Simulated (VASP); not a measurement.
**AlCu3: single point with PBEsol**

The system is AlCu3.

```
Al Cu
1.0
     3.63124    0.00000    0.00000
     0.00000    3.63124    0.00000
     0.00000    0.00000    3.63124
Al Cu
1 3
Direct
  0.00000 0.00000 0.00000
  0.00000 0.50000 0.50000
  0.50000 0.00000 0.50000
  0.50000 0.50000 0.00000
```

```yaml
Program: VASP 6.6.1
Task: single point
Functional: PBEsol
Potentials_or_basis: VASP PAW PBE potentials, release 64 (Al, Cu)
Cutoff: 600 eV
k_mesh: 7 × 7 × 7
Occupations: methfessel-paxton, width 0.1 eV
Spin: no spin polarisation
Dipole_correction: no
Further_INCAR_settings: ALGO = Normal; EDIFF = 1e-06; NBANDS = 26
```

- Pressure: 0.5 GPa
- Band gap on the k mesh: zero (bands 18 and 19 overlap by 4.61 eV)

Levels at points of the mesh, in eV from the Fermi level:
| k point | band 14 | band 15 | band 16 | band 17 | band 18 | band 19 | band 20 | band 21 | band 22 | band 23 |
| --- | --- | --- | --- | --- | --- | --- | --- | --- | --- | --- |
| (0.00, 0.00, 0.00) | -2.16 | -2.16 | -2.16 | -0.40 | -0.40 | -0.40 | 4.31 | 4.31 | 5.03 | 10.46 |

Run time: 24 s on 1 thread of Intel(R) Xeon(R) Platinum 8375C CPU @ 2.90GHz (Ice Lake), on a shared host, peak memory 0.18 GiB.

Caveat: the PAW data sets were made with another functional, which shifts forces and pressure a little.
